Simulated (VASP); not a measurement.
A run of VASP 6.6.1 is set up as follows.

The input INCAR:

```
SYSTEM = TiC
ALGO = Normal ; EDIFF = 1E-6
ENCUT = 520 ; ISIF = 2
ISMEAR = -1 ; LASPH = .True.
LCHARG = .False. ; LREAL = .False.
LWAVE = .False. ; NBANDS = 15
NELM = 60 ; PREC = Accurate
SIGMA = 0.05
```

File KPOINTS:

```
k-points
0
Gamma
  11 11 11
  0 0 0
```

Contents of POSCAR:

```
TiC
1.0
    0.0000000000      2.1800617706      2.1800617706
    2.1800617706      0.0000000000      2.1800617706
    2.1800617706      2.1800617706      0.0000000000
Ti C
1 1
Direct
    0.0000000000      0.0000000000      0.0000000000
    0.5000000000      0.5000000000      0.5000000000
```

Potentials or basis: VASP PAW LDA potentials, release 64 (Ti_sv, C).

Run with:

```sh
$ cat potpaw_LDA.64/Ti_sv/POTCAR potpaw_LDA.64/C/POTCAR > POTCAR
$ mpirun -np 1 vasp_std > vasp.out
```

Q: What does it give for the pressure?

A: -16.3 GPa.

Q: Predict the band gap on the k mesh.

A: Zero (band 8 reaches 9.62 eV, above the bottom of band 9 at 8.59 eV).
